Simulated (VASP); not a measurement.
Wanted: the native input for a VASP 6.6.1 run.

```yaml
Task: single point
Functional: PBE
Potentials_or_basis: VASP PAW PBE potentials, release 64 (Si, Bi_d, Te)
Cutoff: 520 eV
k_mesh: 6 × 6 × 2
Occupations: gaussian, width 0.1 eV
Spin: no spin polarisation
Dipole_correction: no
Further_INCAR_settings: ALGO = Normal; EDIFF = 1e-06; NBANDS = 26
```

The structure of Si2BiTe2 lies in POSCAR:

```
Si2BiTe2
1.0
    4.3814503800      0.0000000000      0.0000000000
   -2.1907251900      3.7944473300      0.0000000000
    0.0000000000      0.0000000000      8.4108537600
Si Bi Te
2 1 2
Direct
    0.3333333300      0.6666666700      0.0000000000
    0.6666666700      0.3333333300      0.0000000000
    0.0000000000      0.0000000000      0.0000000000
    0.3333333300      0.6666666700      0.5000000000
    0.6666666700      0.3333333300      0.5000000000
```

These files were run (other wordings do the same):

INCAR

```
PREC = Accurate
ENCUT = 520
EDIFF = 1E-6
ISMEAR = 0
SIGMA = 0.1
LREAL = F
LASPH = T
NELM = 80
ALGO = Normal
ISIF = 2
LWAVE = F
LCHARG = F
GGA = PE
NBANDS = 26
```

KPOINTS

```
Automatic mesh
0
Gamma
  6 6 2
```

Potentials or basis: VASP PAW PBE potentials, release 64 (Si, Bi_d, Te).

The run is started by

```console
$ cat potpaw_PBE.64/Si/POTCAR potpaw_PBE.64/Bi_d/POTCAR potpaw_PBE.64/Te/POTCAR > POTCAR
$ mpirun -np 1 vasp_std > vasp.out
```

It gave:

| Property | Result |
| --- | --- |
| Pressure | 27.7 GPa |

Caveat: the k points lie up to 0.37 Å⁻¹ apart.

It took 29 s on 1 thread of Intel(R) Xeon(R) 6975P-C (Granite Rapids), on a shared host, peak memory 0.29 GiB.
